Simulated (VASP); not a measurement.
CaO: single point with r2SCAN

Crystal: CaO.

```
CELL_PARAMETERS angstrom
3.31994 0.00000 0.00000
-1.65997 2.87515 0.00000
0.00000 0.00000 5.81431
ATOMIC_POSITIONS crystal
Ca 0.00000 0.00000 0.00000
Ca 0.00000 0.00000 0.50000
O 0.33333 0.66667 0.25000
O 0.66667 0.33333 0.75000
```

```
Program             : VASP 6.6.1
Task                : single point
Functional          : r2SCAN
Potentials or basis : VASP PAW PBE potentials, release 64 (Ca_sv, O_h)
Cutoff              : 1480 eV
k mesh              : 9 × 9 × 4
Occupations         : gaussian, width 0.01 eV
Spin                : no spin polarisation
```

The pressure is 1.0 GPa. The band gap on the k mesh is 4.41 eV.

Stress tensor (GPa, compression positive):
```
0.91 0.00 0.00
0.00 0.91 0.00
0.00 0.00 1.11
```

Levels at points of the mesh, in eV from the valence-band top:
| k point | band 14 | band 15 | band 16 | band 17 | band 18 | band 19 |
| --- | --- | --- | --- | --- | --- | --- |
| (0.00, 0.00, 0.00) | -0.24 | 0.00 | 0.00 | 4.41 | 5.64 | 7.03 |
| (0.00, 0.00, 0.50) | -0.58 | -0.58 | -0.58 | 6.47 | 6.47 | 7.49 |

It took 18 min on 1 thread of Intel(R) Xeon(R) Platinum 8259CL CPU @ 2.50GHz (Skylake/Cascade Lake) (shared host), peak memory 0.53 GiB.

Caveat: the PAW data sets were made with another functional, which shifts forces and pressure a little. A k mesh can miss the band edges.
